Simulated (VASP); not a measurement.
Sb, 2 atoms in the cell. It takes space group R-3m (No. 166, trigonal). Conventional cell: a = 4.308 Å, b = 4.308 Å, c = 11.274 Å, α = 90.00°, β = 90.00°, γ = 120.00°. Within 3.8 Å of Sb (site symmetry 3m) lie 6 Sb at 2.91 to 3.35 Å. 

| Property | Result |
| --- | --- |
| Program | VASP 6.6.1 |
| Task | single point |
| Functional | PBE |
| Potentials or basis | VASP PAW PBE potentials, release 64 (Sb) |
| Cutoff | 500 eV |
| k mesh | 3 × 3 × 3 |
| Occupations | methfessel-paxton, width 0.05 eV |
| Spin | no spin polarisation |
| Dipole correction | no |
| Further INCAR settings | ALGO = Normal; EDIFF = 1e-06; NBANDS = 12 |

Potentials or basis: VASP PAW PBE potentials, release 64 (Sb).

Launch:

```sh
$ cat potpaw_PBE.64/Sb/POTCAR > POTCAR
$ mpirun -np 1 vasp_std > vasp.out
```

Hardware: 1 thread of Intel(R) Xeon(R) 6975P-C (Granite Rapids) (shared host).

Q: Estimate the wall time of this run.

A: It took 6.3 s on 1 thread of Intel(R) Xeon(R) 6975P-C (Granite Rapids), on a shared host, peak memory 0.19 GiB. Counts: scf iterations 11, k points 6.
